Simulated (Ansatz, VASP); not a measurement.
## One calculation of Sc3Be, two programs

INCAR

```
SYSTEM = Sc3Be
  PREC = Accurate
  ENCUT = 600
  EDIFF = 1E-6
  ISMEAR = 0
  SIGMA = 0.1
  LREAL = .FALSE.
  LASPH = .TRUE.
  NELM = 100
  ALGO = Normal
  ISIF = 3
  LWAVE = .FALSE.
  LCHARG = .FALSE.
  GGA = PE
  IBRION = 2
  NSW = 90
  EDIFFG = -0.04
```

File KPOINTS:

```
Automatic mesh
0
G
  4 4 4
  0 0 0
```

The input POSCAR:

```
Sc3Be
1.0
    4.0004567690      0.0000000000      0.0000000000
    0.0000000000      4.0004567690      0.0000000000
    0.0000000000      0.0000000000      4.0004567690
Sc Be
3 1
Direct
    0.0000000000      0.5000000000      0.5000000000
    0.5000000000      0.0000000000      0.5000000000
    0.5000000000      0.5000000000      0.0000000000
    0.0000000000      0.0000000000      0.0000000000
```

Input for Ansatz:

```yaml
crystal:
  lattice:
    - [4.000456769, 0.0, 0.0]
    - [0.0, 4.000456769, 0.0]
    - [0.0, 0.0, 4.000456769]
  atoms:
    - { symbol: Sc, position: [0.0, 0.5, 0.5] }
    - { symbol: Sc, position: [0.5, 0.0, 0.5] }
    - { symbol: Sc, position: [0.5, 0.5, 0.0] }
    - { symbol: Be, position: [0.0, 0.0, 0.0] }
basis:
  ecutwfc: 420
kpoints:
  mp_grid: { grid: [4, 4, 4] }
hamiltonian:
  xc: pbe
scf:
  occupations: { method: gaussian, width: 0.1 }
  lower_state_search: "off"
output:
  forces: true
  stress: true
  eigenvalues: true
relax:
  adjacent_minimum: "off"
  f_tol: 0.04
  max_steps: 70
  cell: { stress_tol: 0.4 }
```

Alike in both runs: task relaxation of cell and atoms; functional PBE; k mesh 4 × 4 × 4; occupations gaussian, width 0.1 eV; no spin polarisation.

|  | VASP | Ansatz |
| --- | --- | --- |
| version | VASP 6.6.1 | Ansatz 0.2.0 |
| potentials or method | VASP PAW PBE potentials, release 64 (Sc_sv, Be), cutoff 600 eV | scalar-relativistic, plane waves, PAW |
| valence electrons in the cell | 35 | 35 |

Ansatz gave:

* gap on the k mesh at the Fermi level, each at its own relaxed structure (eV): none
* relaxed volume (Å³/atom): 20.03
* relaxed cell length with the largest relative difference (Å): 4.311

Q: What did VASP give for the same quantities?

A: gap on the k mesh at the Fermi level, each at its own relaxed structure (eV): none; relaxed volume (Å³/atom): 20.05; relaxed cell length with the largest relative difference (Å): 4.312.

A gap of «none» marks a metal or a gap that the smearing closes.

The k mesh is coarse, so the values compare programs but aren't converged. Noted on VASP's run: the volume moved by over 15 % at a fixed basis, so the end points are rough.
